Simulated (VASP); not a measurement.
Here is a VASP 6.6.1 calculation.

The input INCAR:

```
  PREC = Accurate
  ENCUT = 520
  EDIFF = 1E-6
  ISMEAR = -1
  SIGMA = 0.03
  LREAL = F
  LASPH = T
  NELM = 60
  ALGO = Normal
  ISIF = 2
  LWAVE = F
  LCHARG = T
  GGA = PS
  LELF = T
  LVHAR = T
  NBANDS = 37
```

Contents of KPOINTS:

```
regular mesh
0
Gamma
  6 6 6
```

POSCAR

```
Ca2ZrSe4
1.0
   -3.0675791650      3.0675791650      6.3085035520
    3.0675791650     -3.0675791650      6.3085035520
    3.0675791650      3.0675791650     -6.3085035520
Ca Zr Se
2 1 4
Direct
    0.5000000000      0.5000000000      0.0000000000
    0.2500000000      0.7500000000      0.5000000000
    0.0000000000      0.0000000000      0.0000000000
    0.0903561272      0.1229710129      0.4580894453
    0.6648815676      0.6322666819      0.5419105547
    0.3677333181      0.9096438728      1.0326148857
    0.8770289871      0.3351184324     -0.0326148857
```

Potentials or basis: VASP PAW PBE potentials, release 64 (Ca_sv, Zr_sv, Se).

Command:

```console
$ cat potpaw_PBE.64/Ca_sv/POTCAR potpaw_PBE.64/Zr_sv/POTCAR potpaw_PBE.64/Se/POTCAR > POTCAR
$ mpirun -np 1 vasp_std > vasp.out
```

(1) What does it give for the largest force?

(2) Estimate the band gap on the k mesh.

(3) Estimate the pressure.

Answers

(1) 0.019 eV/Å.

(2) 2.57 eV (least direct gap 2.70 eV).

(3) 0.1 GPa.

Caveat: the PAW data sets were made with another functional, which shifts forces and pressure a little.
